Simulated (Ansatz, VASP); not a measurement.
Given: the input of a run of VASP 6.6.1 on MoS2.

File POSCAR:

```
MoS2
1.0
    3.1261704254      0.0000000000      0.0000000000
   -1.5630852127      2.7073430050      0.0000000000
    0.0000000000      0.0000000000     12.1574390416
Mo S
2 4
Direct
    0.6666666667      0.3333333333      0.7500000000
    0.3333333333      0.6666666667      0.2500000000
    0.6666666667      0.3333333333      0.3770000000
    0.3333333333      0.6666666667      0.8770000000
    0.6666666667      0.3333333333      0.1230000000
    0.3333333333      0.6666666667      0.6230000000
```

Contents of INCAR.step1:

```
ALGO     = Normal         # electronic algorithm
EDIFF    = 1E-4           # SCF threshold, eV
ENCUT    = 520            # plane-wave cutoff, eV
GGA      = PE             # functional
ISMEAR   = -1             # smearing method
LASPH    = True           # aspherical terms in the spheres
LCHARG   = False          # write CHGCAR
LREAL    = False          # projectors in reciprocal space
LWAVE    = True           # write WAVECAR
NBANDS   = 35             # bands
NELM     = 100            # most SCF steps
PREC     = Accurate       # precision mode
SIGMA    = 0.05           # smearing width, eV
```

Contents of INCAR.step2:

```
ALGO     = Normal         # electronic algorithm
EDIFF    = 1E-7           # SCF threshold, eV
ENCUT    = 520            # plane-wave cutoff, eV
ISIF     = 2              # what is computed and relaxed
ISMEAR   = -1             # smearing method
ISTART   = 1            
IVDW     = 13             # dispersion correction
LASPH    = True           # aspherical terms in the spheres
LCHARG   = False          # write CHGCAR
LMIXTAU  = True         
LREAL    = False          # projectors in reciprocal space
LWAVE    = False          # write WAVECAR
METAGGA  = R2SCAN         # meta-GGA
NBANDS   = 35             # bands
NELM     = 100            # most SCF steps
PREC     = Accurate       # precision mode
SIGMA    = 0.05           # smearing width, eV
VDW_A1   = 0.51559235   
VDW_A2   = 5.77342911   
VDW_S6   = 1.0          
VDW_S8   = 0.6018749
```

KPOINTS

```
k-points
0
Gamma
  10 10 3
```

Potentials or basis: VASP PAW PBE potentials, release 64 (Mo_sv, S).

The run is started by

```console
$ cat potpaw_PBE.64/Mo_sv/POTCAR potpaw_PBE.64/S/POTCAR > POTCAR
$ cp INCAR.step1 INCAR
$ mpirun -np 1 vasp_std > vasp.out
$ cp INCAR.step2 INCAR
$ mpirun -np 1 vasp_std > vasp.out
```

**Question.** Translate it to Ansatz 0.2.0. Potentials there: Ansatz PAW.

**Answer.** As run (the cutoff follows the program's own potentials):

The input input.yaml:

```yaml
crystal:
  lattice:
    - [3.1261704254, 0.0, 0.0]
    - [-1.5630852127, 2.707343005, 0.0]
    - [0.0, 0.0, 12.1574390416]
  atoms:
    - { symbol: Mo, position: [0.6666666667, 0.3333333333, 0.75] }
    - { symbol: Mo, position: [0.3333333333, 0.6666666667, 0.25] }
    - { symbol: S, position: [0.6666666667, 0.3333333333, 0.377] }
    - { symbol: S, position: [0.3333333333, 0.6666666667, 0.877] }
    - { symbol: S, position: [0.6666666667, 0.3333333333, 0.123] }
    - { symbol: S, position: [0.3333333333, 0.6666666667, 0.623] }
hamiltonian:
  xc: r2scan
  pseudopotentials: { kind: paw }
  dispersion: d4
kpoints:
  mp_grid: { grid: [10, 10, 3] }
scf:
  occupations: { method: fermi_dirac, width: 0.05 }
output:
  forces: true
  stress: true
  eigenvalues: true
```

Potentials or basis: Ansatz PAW.

The run is started by

```bash
$ ansatz run input.yaml --threads 2 --pin off --max-ram 5120MiB --backend cpu --events-out ev --progress --plain --runs-dir out
```

Both were run:

|  | VASP | Ansatz | Ansatz less VASP |
| --- | --- | --- | --- |
| gap on the k mesh at the Fermi level (eV) | 1.01 | 1.00 | -0.015 |
| least direct gap on the mesh (eV) | 2.10 | 2.09 | -0.008 |
| pressure (GPa) | 6.4 | 6.3 | -0.06 |
| traceless stress, the component that is largest in VASP (GPa) | -0.50 | -0.43 | +0.069 |
| rms of the force components (eV/Å) | 0.213 | 0.212 | -0.0008 |

VASP's potentials were made for PBE, not for r2SCAN. Atom by atom the forces differ by 0.001 eV/Å (rms over components).

Noted on Ansatz's run: odd divisions of the mesh miss points on the zone boundary, where band edges often lie, so the gap on the mesh can be too wide.
